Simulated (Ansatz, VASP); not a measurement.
Fe in VASP and in Ansatz

File INCAR:

```
SYSTEM = Fe
ALGO = Fast
EDIFF = 1E-8
ENCUT = 520
GGA = CA
ISIF = 2
ISMEAR = 0
ISPIN = 2
LASPH = .True.
LCHARG = .False.
LEFG = .True.
LMAXMIX = 4
LORBIT = 11
LREAL = .False.
LWAVE = .False.
MAGMOM = 2.18
NBANDS = 14
NELM = 150
PREC = Accurate
SIGMA = 0.05
```

Contents of KPOINTS:

```
k-points
0
Gamma
  22 22 22
  0 0 0
```

The input POSCAR:

```
Fe
1.0
   -1.4430000000      1.4430000000      1.4430000000
    1.4430000000     -1.4430000000      1.4430000000
    1.4430000000      1.4430000000     -1.4430000000
Fe
1
Direct
    0.0000000000      0.0000000000      0.0000000000
```

Input for Ansatz:

```yaml
crystal:
  lattice:
    - [-1.443, 1.443, 1.443]
    - [1.443, -1.443, 1.443]
    - [1.443, 1.443, -1.443]
  atoms:
    - { symbol: Fe, position: [0.0, 0.0, 0.0], spin: 2.18 }
basis:
  ecutwfc: 420
  ecutrho_ratio: 4
kpoints:
  mp_grid: { grid: [22, 22, 22] }
hamiltonian:
  xc: lda
scf:
  occupations: { method: gaussian, width: 0.05 }
output:
  forces: true
  stress: true
  eigenvalues: true
  populations: true
  efg: { contact_densities: true, quadrupole_moments_barn: { Fe: 0.16 } }
magnetization:
  spin_polarized: true
```

Alike in both runs: task electric field gradients; functional LDA; k mesh 22 × 22 × 22; occupations gaussian, width 0.05 eV; collinear spin.

```csv
,VASP,Ansatz
version,VASP 6.6.1,Ansatz 0.2.0
potentials or method,"VASP PAW LDA potentials, release 64 (Fe), cutoff 520 eV","scalar-relativistic, plane waves, PAW"
valence electrons in the cell,8,16
```

VASP gave:

* gap on the k mesh at the Fermi level (eV): none
* pressure (GPa): -26.2
* net moment per atom (μB): 2.21
* size of the moment on the site where the two differ most (μB): 2.19

**Question.** Which values does Ansatz return?

**Answer.** gap on the k mesh at the Fermi level (eV): none; pressure (GPa): -25.6; net moment per atom (μB): 2.24; size of the moment on the site where the two differ most (μB): 2.26.

LDA's correlation is that of Perdew and Zunger in VASP and of Perdew and Wang (1992) in Ansatz. Site moments also hang on the region over which each program counts them. A gap of «none» marks a metal or a gap that the smearing closes. VASP's potentials hold 8 valence electrons a cell and Ansatz's 16, so a difference there can come from the potentials and not from the codes.
